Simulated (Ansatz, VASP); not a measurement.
**One calculation of AlGa5N6, two programs**

```
CELL_PARAMETERS angstrom
2.99428 0.00000 0.00000
-1.49714 2.59312 0.00000
0.00000 0.00000 14.67878
ATOMIC_POSITIONS crystal
Al 0.00000 0.00000 0.50000
Ga 0.66667 0.33333 0.66351
Ga 0.33333 0.66667 0.83179
Ga 0.00000 0.00000 0.00000
Ga 0.66667 0.33333 0.16821
Ga 0.33333 0.66667 0.33649
N 0.00000 0.00000 0.74756
N 0.66667 0.33333 0.91587
N 0.33333 0.66667 0.08413
N 0.00000 0.00000 0.25244
N 0.66667 0.33333 0.42199
N 0.33333 0.66667 0.57801
```

Alike in both runs: functional PBE; k mesh 6 × 6 × 2; occupations gaussian, width 0.1 eV; no spin polarisation.

Ansatz relaxed the structure, and its values are those at the end. VASP's run is a single point on that final structure, the one shown.

```csv
,VASP,Ansatz
version,VASP 6.6.1,Ansatz 0.2.0
potentials or method,"VASP PAW PBE potentials, release 64 (Al, Ga_d, N), cutoff 520 eV","scalar-relativistic, plane waves, PAW"
valence electrons in the cell,98,98
```

Ansatz gave:

```
gap on the k mesh at the Fermi level (eV) : 0.85
least direct gap on the mesh (eV)         : 1.10
pressure (GPa)                            : 0.0
rms of the force components (eV/Å)        : 0.001
```

Task: Estimate VASP's values.

Result: gap on the k mesh at the Fermi level (eV): 0.84; least direct gap on the mesh (eV): 1.09; pressure (GPa): 0.7; rms of the force components (eV/Å): 0.012.
